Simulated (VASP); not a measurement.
TlOs3:

```xyz
4
Lattice="4.0709 0.0000 0.0000 0.0000 4.0709 0.0000 0.0000 0.0000 4.0709" Properties=species:S:1:pos:R:3 pbc="T T T"
Tl    0.0000    0.0000    0.0000
Os    0.0000    2.0354    2.0354
Os    2.0354    0.0000    2.0354
Os    2.0354    2.0354    0.0000
```

- Program: VASP 6.6.1
- Task: relaxation of cell and atoms
- Functional: PBE
- Potentials or basis: VASP PAW PBE potentials, release 64 (Tl_d, Os)
- Cutoff: 600 eV
- k mesh: 4 × 4 × 4
- Occupations: gaussian, width 0.1 eV
- Spin: no spin polarisation

At the start: pressure -8.9 GPa; volume 16.87 Å³/atom.

Where does the relaxation end?

Over 3 steps the energy falls by 18.3 meV/atom and the volume is 16.26 Å³/atom (-3.6 %); space group Pm-3m (No. 221, to 0.1 Å) before and after.

The path:
| step | energy change (eV) | largest force (eV/Å) | pressure (GPa) | volume (Å³) |
| --- | --- | --- | --- | --- |
| 1 | 0.0000 | 0.0000 | -8.90 | 67.46 |
| 2 | 0.5075 | 0.0000 | 33.13 | 58.72 |
| 3 | -0.0731 | 0.0000 | -0.37 | 65.03 |

Final structure:
```
CELL_PARAMETERS angstrom
4.02126 0.00000 0.00000
0.00000 4.02126 0.00000
0.00000 0.00000 4.02126
ATOMIC_POSITIONS crystal
Tl 0.00000 0.00000 0.00000
Os 0.00000 0.50000 0.50000
Os 0.50000 0.00000 0.50000
Os 0.50000 0.50000 0.00000
```

Caveat: the k points lie up to 0.39 Å⁻¹ apart in the final cell, too coarse for converged energies and pressures of a metal.
